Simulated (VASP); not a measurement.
A run of VASP 6.6.1:

The input POSCAR:

```
KCl
1.0
    0.0000000000      3.1448483095      3.1448483095
    3.1448483095      0.0000000000      3.1448483095
    3.1448483095      3.1448483095      0.0000000000
K Cl
1 1
Direct
    0.0000000000      0.0000000000      0.0000000000
    0.5000000000      0.5000000000      0.5000000000
```

The input INCAR.step1:

```
SYSTEM = KCl
  PREC = Accurate
  ENCUT = 520
  ISMEAR = 0
  SIGMA = 0.01
  LREAL = .FALSE.
  LASPH = .TRUE.
  NELM = 80
  NBANDS = 15
  GGA = PE
  ALGO = Normal
  EDIFF = 1E-4
  LWAVE = .TRUE.
  LCHARG = .FALSE.
```

File INCAR.step2:

```
SYSTEM = KCl
  PREC = Accurate
  ENCUT = 520
  EDIFF = 1E-6
  ISMEAR = 0
  SIGMA = 0.01
  LREAL = .FALSE.
  LASPH = .TRUE.
  NELM = 80
  ALGO = Normal
  ISIF = 2
  LWAVE = .FALSE.
  LCHARG = .TRUE.
  METAGGA = R2SCAN
  LMIXTAU = .TRUE.
  LELF = .TRUE.
  LVHAR = .TRUE.
  NBANDS = 15
  ISTART = 1
```

Contents of KPOINTS:

```
regular mesh
0
G
  8 8 8
  0 0 0
```

Potentials or basis: VASP PAW PBE potentials, release 64 (K_sv, Cl).

Command:

```console
$ cat potpaw_PBE.64/K_sv/POTCAR potpaw_PBE.64/Cl/POTCAR > POTCAR
$ cp INCAR.step1 INCAR
$ mpirun -np 1 vasp_std > vasp.out
$ cp INCAR.step2 INCAR
$ mpirun -np 1 vasp_std > vasp.out
```

Hardware: 1 thread of Intel Xeon 8259CL, with other jobs on the host.

Question: Estimate the wall time of this run.

Answer: Wall time 2.4 min on 1 thread of Intel Xeon 8259CL, with other jobs on the host, peak memory 0.23 GiB. Counts: k points 29.
